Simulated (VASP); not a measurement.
Write the native input for VASP 6.6.1 that does the following.

| Item | Value |
| --- | --- |
| Task | single point |
| Functional | PBE |
| Potentials or basis | VASP PAW PBE potentials, release 64 (Cd) |
| Cutoff | 500 eV |
| k mesh | 6 × 6 × 4 |
| Occupations | tetrahedron |
| Spin | no spin polarisation |
| Dipole correction | no |
| Further INCAR settings | ALGO = Normal; EDIFF = 1e-06; NBANDS = 19 |

The structure of Cd lies in POSCAR:

```
Cd
1.0
    2.9788725081      0.0000000000      0.0000000000
   -1.4894362540      2.5797792666      0.0000000000
    0.0000000000      0.0000000000      5.6176500000
Cd
2
Direct
    0.6383333333      0.7566666667      0.3060000000
    0.9716666667      0.4233333333      0.8060000000
```

The input as run:

INCAR

```
PREC = Accurate
ENCUT = 500
EDIFF = 1E-6
ISMEAR = -4
SIGMA = 0.1
LREAL = False
LASPH = True
NELM = 120
ALGO = Normal
ISIF = 2
LWAVE = False
LCHARG = True
GGA = PE
LELF = True
LVHAR = True
NBANDS = 19
GGA_COMPAT = False
```

KPOINTS

```
Automatic mesh
0
Gamma
  6 6 4
```

Potentials or basis: VASP PAW PBE potentials, release 64 (Cd).

Run with:

```sh
$ cat potpaw_PBE.64/Cd/POTCAR > POTCAR
$ mpirun -np 1 vasp_std > vasp.out
```

It gave:

```json
{
 "Pressure": "4.3 GPa",
 "Band gap on the k mesh": "zero (bands 12 and 13 overlap by 4.07 eV)"
}
```

Caveat: the k points lie up to 0.41 Å⁻¹ apart, too coarse for converged energies and pressures of a metal.

Wall time 30 s on 1 thread of Intel Xeon 8259CL, on a shared host, peak memory 0.16 GiB.
